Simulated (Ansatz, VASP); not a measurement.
# Two plane-wave programs on ZnSe

Contents of INCAR:

```
SYSTEM = ZnSe
PREC = Accurate
ENCUT = 520
EDIFF = 1E-6
ISMEAR = 0
SIGMA = 0.05
LREAL = .False.
LASPH = .True.
NELM = 60
ALGO = Normal
ISIF = 2
LWAVE = .False.
LCHARG = .False.
GGA = PE
NBANDS = 16
```

File KPOINTS:

```
regular mesh
0
Gamma
  10 10 10
  0 0 0
```

POSCAR

```
ZnSe
1.0
    0.0000000000      2.5964985149      3.3754480693
    2.5964985149      0.0000000000      3.3754480693
    2.5964985149      2.5964985149      0.0000000000
Zn Se
1 1
Direct
    0.0000000000      0.0000000000      0.0000000000
    0.7500000000      0.7500000000      0.7500000000
```

Input for Ansatz:

```yaml
crystal:
  lattice:
    - [0.0, 2.5964985149, 3.3754480693]
    - [2.5964985149, 0.0, 3.3754480693]
    - [2.5964985149, 2.5964985149, 0.0]
  atoms:
    - { symbol: Zn, position: [0.0, 0.0, 0.0] }
    - { symbol: Se, position: [0.75, 0.75, 0.75] }
basis:
  ecutwfc: 420
kpoints:
  mp_grid: { grid: [10, 10, 10] }
hamiltonian:
  xc: pbe
scf:
  occupations: { method: gaussian, width: 0.05 }
output:
  forces: true
  stress: true
  eigenvalues: true
```

Alike in both runs: task single point; functional PBE; k mesh 10 × 10 × 10; occupations gaussian, width 0.05 eV; no spin polarisation.

|  | VASP | Ansatz |
| --- | --- | --- |
| version | VASP 6.6.1 | Ansatz 0.2.0 |
| potentials or method | VASP PAW PBE potentials, release 64 (Zn, Se), cutoff 520 eV | scalar-relativistic, plane waves, PAW |
| valence electrons in the cell | 18 | 28 |

```csv
,VASP,Ansatz,Ansatz less VASP
gap on the k mesh at the Fermi level (eV),0.34,0.34,0.000
least direct gap on the mesh (eV),0.35,0.35,0.000
pressure (GPa),1.3,1.1,-0.17
"traceless stress, the component that is largest in VASP (GPa)",-9.21,-9.26,-0.052
```

VASP's potentials hold 18 valence electrons a cell and Ansatz's 28, so a difference there can come from the potentials and not from the codes.
